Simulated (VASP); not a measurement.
# Co2Au (Fd-3m) in VASP: single point with PBE

Aim: the single point of Co2Au with PBE.

Program: VASP 6.6.1. These are calculated values, not measurements. Logs are shortened: lines on timing, memory, paths and dates and some standing lists are left out, and cuts for length are marked.

## Step 1: The cell of the first run

The structure is cubic, space group Fd-3m (No. 227). The conventional cell has a = 6.734 Å, b = 6.734 Å, c = 6.734 Å, α = 90.00°, β = 90.00°, γ = 90.00°. Within 3.7 Å of Au (site symmetry -43m) lie 12 Co at 2.79 Å and 4 Au at 2.92 Å. Within 3.1 Å of Co (site symmetry -3m) lie 6 Co at 2.38 Å and 6 Au at 2.79 Å.

## Step 2: Single point, PBE

INCAR

```
  ALGO = Normal
  EDIFF = 1E-6
  ENCUT = 600
  GGA = PE
  GGA_COMPAT = False
  ISIF = 2
  ISMEAR = -1
  LASPH = True
  LCHARG = True
  LELF = True
  LREAL = False
  LVHAR = True
  LWAVE = False
  NBANDS = 38
  NELM = 120
  PREC = Accurate
  SIGMA = 0.1176
```

KPOINTS

```
k-points
0
Gamma
  9 9 9
```

POSCAR

```
Co2Au
1.0
    0.0000000000      3.3672310000      3.3672310000
    3.3672310000      0.0000000000      3.3672310000
    3.3672310000      3.3672310000      0.0000000000
Au Co
2 4
Direct
    0.0000000000      0.0000000000      0.0000000000
    0.2500000000      0.2500000000      0.2500000000
    0.6250000000      0.6250000000      0.6250000000
    0.1250000000      0.6250000000      0.6250000000
    0.6250000000      0.6250000000      0.1250000000
    0.6250000000      0.1250000000      0.6250000000
```

Potentials or basis: VASP PAW PBE potentials, release 64 (Au, Co).

On the command line:

```sh
cat potpaw_PBE.64/Au/POTCAR potpaw_PBE.64/Co/POTCAR > POTCAR
mpirun -np 1 vasp_std > vasp.out
```

OUTCAR:

```text
EDIFF = 1E-6
   ENCUT = 600
   GGA = PE
   ISIF = 2
   ISMEAR = -1
   LASPH = True
   LREAL = False
   NELM = 120
   PREC = Accurate

 ion  position               nearest neighbor table
   1  0.000  0.000  0.000-   3 2.79   5 2.79   6 2.79   3 2.79   4 2.79   5 2.79   3 2.79   4 2.79
                             6 2.79   4 2.79   5 2.79   6 2.79   2 2.92   2 2.92   2 2.92   2 2.92
   2  0.250  0.250  0.250-   4 2.79   5 2.79   6 2.79   3 2.79   4 2.79   6 2.79   3 2.79   4 2.79
                             5 2.79   3 2.79   5 2.79   6 2.79   1 2.92   1 2.92   1 2.92   1 2.92
   3  0.625  0.625  0.625-   4 2.38   5 2.38   6 2.38   5 2.38   6 2.38   4 2.38   1 2.79   2 2.79
                             1 2.79   2 2.79   1 2.79   2 2.79
   4  0.125  0.625  0.625-   3 2.38   5 2.38   6 2.38   3 2.38   5 2.38   6 2.38   2 2.79   1 2.79
                             1 2.79   2 2.79   2 2.79   1 2.79
   5  0.625  0.625  0.125-   3 2.38   3 2.38   4 2.38   6 2.38   6 2.38   4 2.38   1 2.79   2 2.79
                             1 2.79   2 2.79   1 2.79   2 2.79
   6  0.625  0.125  0.625-   3 2.38   5 2.38   3 2.38   4 2.38   5 2.38   4 2.38   2 2.79   1 2.79
                             2 2.79   2 2.79   1 2.79   1 2.79

  LATTYP: Found a face centered cubic cell.
 ALAT       =     6.7344620000

  Lattice vectors:

 A1 = (   0.0000000000,   3.3672310000,   3.3672310000)
 A2 = (   3.3672310000,   0.0000000000,   3.3672310000)
 A3 = (   3.3672310000,   3.3672310000,   0.0000000000)

Analysis of symmetry for initial positions (statically):
=====================================================================
 Subroutine PRICEL returns:
 Original cell was already a primitive cell.

 Routine SETGRP: Setting up the symmetry group for a
 face centered cubic supercell.

 Subroutine GETGRP returns: Found 48 space group operations
 (whereof 24 operations were pure point group operations)
 out of a pool of 48 trial point group operations.

The static configuration has the point symmetry T_d .
 The point group associated with its full space group is O_h .

Analysis of symmetry for dynamics (positions and initial velocities):
=====================================================================
 Subroutine PRICEL returns:
 Original cell was already a primitive cell.

 Routine SETGRP: Setting up the symmetry group for a
 face centered cubic supercell.

 Subroutine GETGRP returns: Found 48 space group operations
 (whereof 24 operations were pure point group operations)
 out of a pool of 48 trial point group operations.

The dynamic configuration has the point symmetry T_d .
 The point group associated with its full space group is O_h .

 Subroutine INISYM returns: Found 48 space group operations
 (whereof 24 operations are pure point group operations),
 and found     1 'primitive' translations

----------------------------------------------------------------------------------------

                                     Primitive cell

  volume of cell :      76.3570

  direct lattice vectors                    reciprocal lattice vectors
     0.000000000  3.367231000  3.367231000    -0.148489961  0.148489961  0.148489961
     3.367231000  0.000000000  3.367231000     0.148489961 -0.148489961  0.148489961
     3.367231000  3.367231000  0.000000000     0.148489961  0.148489961 -0.148489961

  length of vectors
     4.761983748  4.761983748  4.761983748     0.257192157  0.257192157  0.257192157

  position of ions in fractional coordinates (direct lattice)
     0.000000000  0.000000000  0.000000000
     0.250000000  0.250000000  0.250000000
     0.625000000  0.625000000  0.625000000
     0.125000000  0.625000000  0.625000000
     0.625000000  0.625000000  0.125000000
     0.625000000  0.125000000  0.625000000

  ion indices of the primitive-cell ions
   primitive index   ion index
                 1           1
                 2           2
                 3           3
                 4           4
                 5           5
                 6           6

----------------------------------------------------------------------------------------

 KPOINTS: k-points

Automatic generation of k-mesh.
 Grid dimensions read from file:
 generate k-points for:    9    9    9

 Generating k-lattice:

  Cartesian coordinates                     Fractional coordinates (reciprocal lattice)
    -0.016498885  0.016498885  0.016498885     0.111111111  0.000000000  0.000000000
     0.016498885 -0.016498885  0.016498885     0.000000000  0.111111111  0.000000000
     0.016498885  0.016498885 -0.016498885     0.000000000  0.000000000  0.111111111

  Length of vectors
     0.028576906  0.028576906  0.028576906

  Shift w.r.t. Gamma in fractional coordinates (k-lattice)
     0.000000000  0.000000000  0.000000000

 Subroutine IBZKPT returns following result:
 ===========================================

 Found     35 irreducible k-points:

 Following reciprocal coordinates:
            Coordinates               Weight
  0.000000  0.000000  0.000000      1.000000
  0.111111  0.000000  0.000000      8.000000
  0.222222  0.000000  0.000000      8.000000
  0.333333  0.000000  0.000000      8.000000
  0.444444  0.000000  0.000000      8.000000
  0.111111  0.111111  0.000000      6.000000
[... 16 lines left out ...]
 -0.333333  0.333333  0.000000     12.000000
  0.444444  0.444444  0.000000      6.000000
 [... further k-points ...]
   k-points           NKPTS =     35   k-points in BZ     NKDIM =     35   number of bands    NBANDS=     38
   number of dos      NEDOS =    301   number of ions     NIONS =      6
   total plane-waves  NPLWV =  64000
   dimension x,y,z NGX =    40 NGY =   40 NGZ =   40
   dimension x,y,z NGXF=    80 NGYF=   80 NGZF=   80
   ions per type =               2   4
   NGX,Y,Z   is equivalent  to a cutoff of  13.96, 13.96, 13.96 a.u.
   NGXF,Y,Z  is equivalent  to a cutoff of  27.93, 27.93, 27.93 a.u.
 SYSTEM =  unknown system
   PREC   = accura    normal or accurate (medium, high low for compatibility)
   ISTART =      0    job   : 0-new  1-cont  2-samecut
   ICHARG =      2    charge: 1-file 2-atom 10-const
   ISPIN  =      1    spin polarized calculation?
   LNONCOLLINEAR =      F non collinear calculations
   LSORBIT =      F    spin-orbit coupling
   LASPH  =      T    aspherical Exc in radial PAW
   ENCUT  =  600.0 eV  44.10 Ry    6.64 a.u.   9.51  9.51  9.51*2*pi/ulx,y,z
   NELM   =    120;   NELMIN=  2; NELMDL= -5     # of ELM steps
   EDIFF  = 0.1E-05   stopping-criterion for ELM
   LREAL  =      F    real-space projection
   EDIFFG = 0.1E-04   stopping-criterion for IOM
   NSW    =      0    number of steps for IOM
   IBRION =     -1    ionic relax: 0-MD 1-quasi-New 2-CG
   NFREE  =      0    steps in history (QN), initial steepest desc. (CG)
   ISIF   =      2    stress and relaxation
   ISYM   =      2    0-nonsym 1-usesym 2-fastsym
   POTIM  = 0.5000    time-step for ionic-motion
   TEBEG  =    0.0;   TEEND  =   0.0 temperature during run
   PSTRESS=    0.0 pullay stress
   NELECT =      58.0000    total number of electrons
   NUPDOWN=      -1.0000    fix difference up-down
   EMIN   =  10.00;   EMAX   =-10.00  energy-range for DOS
   EFERMI =   0.00;   METHOD = LEGACY
   ISMEAR =    -1;   SIGMA  =   0.12  broadening in eV -4-tet -1-fermi 0-gaus
   EFERMI_NEDOS =   21; number of points for ismear=-14 and -15
   IALGO  =     38    algorithm
   IMIX   =      4    mixing-type and parameters
     AMIX     =   0.40;   BMIX     =  1.00
     AMIX_MAG =   1.60;   BMIX_MAG =  1.00
  volume/ion in A,a.u.               =      12.73        85.88
  Fermi-wavevector in a.u.,A,eV,Ry     =   1.493716  2.822713 30.357133  2.231186
  Thomas-Fermi vector in A             =   2.606081
   LORBIT       =      0    0 simple, 1 ext, 2 COOP (PROOUT), +10 PAW based schemes
   GGA     = PE    functional components
   LHFCALC =     F    Hartree Fock is set to
   AEXX    =    0.0000 exact exchange contribution
   IVDW    =     0    specifies the selected vdW correction
   LEPSILON=     F    determine dielectric tensor
   LRPA    =     F    only Hartree local field effects (RPA)
 non-spin polarized calculation
  energy-cutoff  :      600.00
  volume of cell :       76.36
 maximum number of plane-waves:      2637
 NGX is ok and might be reduce to    40
   NGX = 19   NGY = 19   NGZ = 19

 number of electron      57.9999996 magnetization

 Free energy of the ion-electron system (eV)
  ---------------------------------------------------
  ext. energy  EPLUGINS =         0.00000000
  ---------------------------------------------------
  free energy    TOTEN  =       -32.47228943 eV

  energy without entropy =      -31.76773374  energy(sigma->0) =      -32.12001159

 E-fermi :  10.1343     XC(G=0): -13.2046

 val. band max:       10.1335383010   @ k =  -0.4444   0.4444   0.0000
 cond. band min:      10.1348967608   @ k =  -0.3333   0.1111   0.0000
 fundamental gap:      0.0013584597
 Fermi energy:        10.1342627145

 k-point     1 :       0.0000    0.0000    0.0000
  band No.  band energies     occupation
      1       0.6509      2.00000
      2       4.4654      2.00000
      3       4.4654      2.00000
      4       4.4654      2.00000
      5       4.6341      2.00000
      6       4.6341      2.00000
[... 30 lines left out ...]
     37      15.5750      0.00000
     38      16.9695      0.00000

 k-point     2 :       0.1111    0.0000    0.0000
  band No.  band energies     occupation
      1       0.7950      2.00000
      2       4.3424      2.00000
      3       4.3424      2.00000
      4       4.4946      2.00000
      5       4.8026      2.00000
      6       4.8026      2.00000
[... 30 lines left out ...]
     37      15.8241      0.00000
     38      16.7912      0.00000

 k-point     3 :       0.2222    0.0000    0.0000
  band No.  band energies     occupation
      1       1.2144      2.00000
      2       4.2478      2.00000
      3       4.2478      2.00000
      4       4.5174      2.00000
      5       4.7604      2.00000
      6       4.9688      2.00000
[... 30 lines left out ...]
     37      16.4422      0.00000
[... 781 lines left out ...]
 k-point    23 :      -0.3333    0.3333    0.0000
  band No.  band energies     occupation
      1       3.3138      2.00000
      2       3.8347      2.00000
      3       3.9760      2.00000
      4       4.1227      2.00000
      5       4.4003      2.00000
      6       5.1726      2.00000
[... 30 lines left out ...]
     37      17.1534      0.00000
     38      18.0197      0.00000

 k-point    24 :       0.4444    0.4444    0.0000
  band No.  band energies     occupation
      1       3.3099      2.00000
      2       3.7060      2.00000
      3       4.0032      2.00000
      4       4.3786      2.00000
      5       4.7211      2.00000
      6       4.7211      2.00000
[... 30 lines left out ...]
     37      19.5493      0.00000
     38      20.9232      0.00000

 [... further k-points ...]
[... 5 lines left out ...]
  --------------------------------------------------------------------------------------
  -------------------------------------------------------------------------------------
  Total        1.1257647      1.1257647      1.1257647     -0.0000000      0.0000000      0.0000000
  in kB       23.6216093     23.6216093     23.6216093     -0.0000000      0.0000000      0.0000000
  external PRESSURE =      23.6216093 kB  Pullay stress =       0.0000000 kB

 VOLUME and BASIS-vectors are now :
 -----------------------------------------------------------------------------
  energy-cutoff  :      600.00
  volume of cell :       76.36
      direct lattice vectors                 reciprocal lattice vectors
     0.000000000  3.367231000  3.367231000    -0.148489961  0.148489961  0.148489961
     3.367231000  0.000000000  3.367231000     0.148489961 -0.148489961  0.148489961
     3.367231000  3.367231000  0.000000000     0.148489961  0.148489961 -0.148489961

 POSITION                                       TOTAL-FORCE (eV/Angst)
 -----------------------------------------------------------------------------------
      0.00000      0.00000      0.00000        -0.000000     -0.000000     -0.000000
      1.68362      1.68362      1.68362         0.000000      0.000000      0.000000
      4.20904      4.20904      4.20904         0.000000      0.000000      0.000000
      4.20904      2.52542      2.52542         0.000000      0.000000      0.000000
      2.52542      2.52542      4.20904         0.000000      0.000000      0.000000
      2.52542      4.20904      2.52542         0.000000      0.000000      0.000000
 -----------------------------------------------------------------------------------
    total drift:                                0.000000      0.000000      0.000000

  FREE ENERGIE OF THE ION-ELECTRON SYSTEM (eV)
  ---------------------------------------------------
  free  energy   TOTEN  =       -32.4722894338 eV

  energy  without entropy=      -31.7677337437  energy(sigma->0) =      -32.12001159
```

Run time: 64 s. Hardware: 1 thread of Intel Xeon 6975P-C (Granite Rapids), shared host; peak memory 0.3 GiB.

Results:

```yaml
Free_energy: -32.4723 eV
Pressure: 2.4 GPa
Band_gap_on_the_k_mesh: zero (band 29 reaches 10.90 eV, above the bottom of band 30 at 9.95 eV)
```

Caveat: spin-orbit coupling is left out, which moves the levels of the heavy elements.
